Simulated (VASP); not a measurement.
Runs of VASP 6.6.1 on EuO. The structure is cubic, space group Fm-3m (No. 225). Conventional cell: a = 5.144 Å, b = 5.144 Å, c = 5.144 Å, α = 90.00°, β = 90.00°, γ = 90.00°. Eu (site symmetry m-3m) has 6 O at 2.57 Å within 3.4 Å. Within 3.4 Å of O (site symmetry m-3m) lie 6 Eu at 2.57 Å. 

```tsv
U	gap on the mesh (eV)	pressure (GPa)	moment (μB)
Eu f U = 4.0 eV	none	-0.7	6.99
Eu f U = 2.0 eV	none	-2.6	6.97
Eu f U = 8.0 eV	(a)	2.3	7.00
Eu f U = 6.0 eV	-	(b)	7.00
```

Alike in all rows: task single point; level PBE+U; potentials or basis VASP PAW PBE potentials, release 64 (Eu, O); spin collinear, ferromagnetic start; cell as given; k mesh 9 × 9 × 9; cutoff (eV) 600; smearing fermi-dirac 0.15 eV.

Task: Fill in the values left out.

Result: (a) 0.65; (b) 1.0.

Caveats: spin-orbit coupling is left out, which moves the levels of the heavy elements; a cell with one magnetic atom can't hold antiferromagnetic order, which such compounds often take; an odd mesh through Γ misses points on the zone boundary, where band edges can lie (at least some runs).

A k mesh can miss the band edges, and the runs leave out spin-orbit coupling on Eu.

A gap of «none» marks levels without a gap at the run's occupations.
